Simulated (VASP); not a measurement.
Crystal: C.

```
CELL_PARAMETERS angstrom
0.00000 1.78012 1.78012
1.78012 0.00000 1.78012
1.78012 1.78012 0.00000
ATOMIC_POSITIONS crystal
C 0.00000 0.00000 0.00000
C 0.25000 0.25000 0.25000
```

Program: VASP 6.6.1. Alike in all runs: task single point; no spin polarisation; cell as given.

Q: Order these runs on this cell by their pressure, lowest first.
A. level LDA; potentials or basis VASP PAW LDA potentials, release 64 (C); k mesh 4 × 4 × 4; cutoff (eV) 520; smearing gaussian 0.01 eV
B. level HSE06; potentials or basis VASP PAW PBE potentials, release 64 (C); k mesh 6 × 6 × 6; cutoff (eV) 520; smearing fermi-dirac 0.05 eV; grid for exact exchange (PRECFOCK) Normal; screening parameter 0.2079 1/Å
C. level PBE; potentials or basis VASP PAW PBE potentials, release 64 (C); k mesh 8 × 8 × 8, shifted; cutoff (eV) 600; smearing gaussian 0.01 eV
D. level PBE+D3(BJ); potentials or basis VASP PAW PBE potentials, release 64 (C); k mesh 8 × 8 × 8; cutoff (eV) 600; smearing gaussian 0.01 eV

A: A (-8.2 GPa), B (-4.8 GPa), D (-1.2 GPa), C (4.2 GPa).

Caveats: some runs use coarse meshes; the PAW data sets were made with another functional, which shifts forces and pressure a little (some runs).
